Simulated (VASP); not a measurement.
A run of VASP 6.6.1 is set up as follows.

Contents of INCAR:

```
PREC = Accurate ; ENCUT = 520
EDIFF = 1E-7 ; ISMEAR = 0
SIGMA = 0.15 ; LREAL = False
LASPH = True ; NELM = 60
ALGO = Fast ; ISIF = 2
LWAVE = False ; LCHARG = False
GGA = PE ; NBANDS = 13
```

KPOINTS

```
regular mesh
0
Gamma
  22 22 22
```

POSCAR

```
Ru
1.0
    0.0000000000      2.2428107252      1.4111765083
    2.2428107252      0.0000000000      1.4111765083
    2.2428107252      2.2428107252      0.0000000000
Ru
1
Direct
    0.0000000000      0.0000000000      0.0000000000
```

Potentials or basis: VASP PAW PBE potentials, release 64 (Ru_pv).

Command:

```bash
$ cat potpaw_PBE.64/Ru_pv/POTCAR > POTCAR
$ mpirun -np 1 vasp_std > vasp.out
```

Task: What does it give for the pressure?

Result: 0.5 GPa.

Task: Predict the band gap on the k mesh.

Result: Zero (band 7 reaches 13.89 eV, above the bottom of band 8 at 10.39 eV).

Stress tensor (GPa, compression positive):
```
 3.55  0.00  0.00
 0.00  3.55  0.00
 0.00  0.00 -5.65
```
